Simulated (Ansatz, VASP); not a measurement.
**Two plane-wave programs on H4C2O**

```
CELL_PARAMETERS angstrom
4.64500 0.00000 0.00000
0.00000 8.40700 0.00000
-3.48781 0.00000 6.56276
ATOMIC_POSITIONS crystal
H 0.83600 0.61400 0.58600
H 0.16400 0.11400 0.91400
H 0.16400 0.38600 0.41400
H 0.83600 0.88600 0.08600
H 0.91500 0.45800 0.74600
H 0.08500 0.95800 0.75400
H 0.08500 0.54200 0.25400
H 0.91500 0.04200 0.24600
H 0.58000 0.56600 0.86000
H 0.42000 0.06600 0.64000
H 0.42000 0.43400 0.14000
H 0.58000 0.93400 0.36000
H 0.51900 0.71900 0.69900
H 0.48100 0.21900 0.80100
H 0.48100 0.28100 0.30100
H 0.51900 0.78100 0.19900
C 0.85020 0.56270 0.70580
C 0.14980 0.06270 0.79420
C 0.14980 0.43730 0.29420
C 0.85020 0.93730 0.20580
C 0.64640 0.63540 0.78040
C 0.35360 0.13540 0.71960
C 0.35360 0.36460 0.21960
C 0.64640 0.86460 0.28040
O 0.98780 0.67170 0.87210
O 0.01220 0.17170 0.62790
O 0.01220 0.32830 0.12790
O 0.98780 0.82830 0.37210
```

Alike in both runs: task single point; functional PBE; dispersion D3(BJ); k mesh 6 × 4 × 4; occupations gaussian, width 0.02 eV; no spin polarisation.

|  | VASP | Ansatz |
| --- | --- | --- |
| version | VASP 6.6.1 | Ansatz 0.2.0 |
| potentials or method | VASP PAW PBE potentials, release 64 (H, C, O), cutoff 520 eV | scalar-relativistic, plane waves, PAW |
| valence electrons in the cell | 72 | 72 |

Ansatz gave:

- gap on the k mesh at the Fermi level (eV): 5.91
- least direct gap on the mesh (eV): 5.96
- pressure (GPa): 25.1
- traceless stress, the component that is largest in VASP (GPa): 10.91
- rms of the force components (eV/Å): 3.612

Q: Which values does VASP return?

A: gap on the k mesh at the Fermi level (eV): 5.89; least direct gap on the mesh (eV): 5.94; pressure (GPa): 25.3; traceless stress, the component that is largest in VASP (GPa): 10.66; rms of the force components (eV/Å): 3.566.

Atom by atom the forces differ by 0.119 eV/Å (rms over components).
